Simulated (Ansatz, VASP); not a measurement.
# Fe: VASP beside Ansatz

The input POSCAR:

```
Fe
1.0
   -1.4345540696      1.4345540696      1.4345540696
    1.4345540696     -1.4345540696      1.4345540696
    1.4345540696      1.4345540696     -1.4345540696
Fe
1
Direct
    0.0000000000      0.0000000000      0.0000000000
```

File INCAR.step1:

```
  PREC = Accurate
  ENCUT = 520
  ISMEAR = 0
  SIGMA = 0.3
  LREAL = False
  LASPH = True
  NELM = 150
  ISPIN = 2
  MAGMOM = 2.804
  LMAXMIX = 4
  NBANDS = 14
  GGA = PE
  ALGO = Normal
  EDIFF = 1E-4
  LWAVE = True
  LCHARG = False
```

Contents of INCAR.step2:

```
  PREC = Accurate
  ENCUT = 520
  EDIFF = 1E-6
  ISMEAR = 0
  SIGMA = 0.3
  LREAL = False
  LASPH = True
  NELM = 150
  ALGO = Normal
  ISIF = 2
  LWAVE = False
  LCHARG = True
  ISPIN = 2
  MAGMOM = 2.804
  LORBIT = 11
  LMAXMIX = 4
  METAGGA = R2SCAN
  LMIXTAU = True
  LELF = True
  LVHAR = True
  NBANDS = 14
  ISTART = 1
```

The input KPOINTS:

```
Automatic mesh
0
Gamma
  15 15 15
```

Input for Ansatz:

```yaml
crystal:
  lattice:
    - [-1.4345540696, 1.4345540696, 1.4345540696]
    - [1.4345540696, -1.4345540696, 1.4345540696]
    - [1.4345540696, 1.4345540696, -1.4345540696]
  atoms:
    - { symbol: Fe, position: [0.0, 0.0, 0.0], spin: 2.804 }
hamiltonian:
  xc: r2scan
  pseudopotentials:
    kind: paw
    azcp:
      Fe: "pseudopotentials/Fe.paw.azcp"
basis:
  ecutwfc: 500
  fft_grid_basis: typed
kpoints:
  mp_grid: { grid: [15, 15, 15], shift: [0, 0, 0] }
magnetization:
  spin_polarized: true
scf:
  occupations: { method: gaussian, width: 0.3 }
  lower_state_search: "off"
output:
  stress: true
```

Alike in both runs: task single point; functional r2SCAN; k mesh 15 × 15 × 15; occupations gaussian, width 0.3 eV; collinear spin.

|  | VASP | Ansatz |
| --- | --- | --- |
| version | VASP 6.6.1 | Ansatz 0.2.0 |
| potentials or method | VASP PAW PBE potentials, release 64 (Fe), cutoff 520 eV | plane waves (500 eV) with PAW, scalar-relativistic |
| valence electrons in the cell | 8 | 16 |

|  | VASP | Ansatz | Ansatz less VASP |
| --- | --- | --- | --- |
| pressure (GPa) | -0.8 | 0.0 | +0.81 |
| net moment per atom (μB) | 2.66 | 2.67 | +0.002 |
| size of the moment on the site where the two differ most (μB) | 2.73 | 2.82 | +0.086 |

VASP's potentials were made for PBE, not for r2SCAN. Site moments also hang on the region over which each program counts them. The functional is the same, so the differences come from potentials, cutoffs and numerics. VASP's potentials hold 8 valence electrons a cell and Ansatz's 16, so a difference there can come from the potentials and not from the codes. Ansatz's warnings: stability check not made.
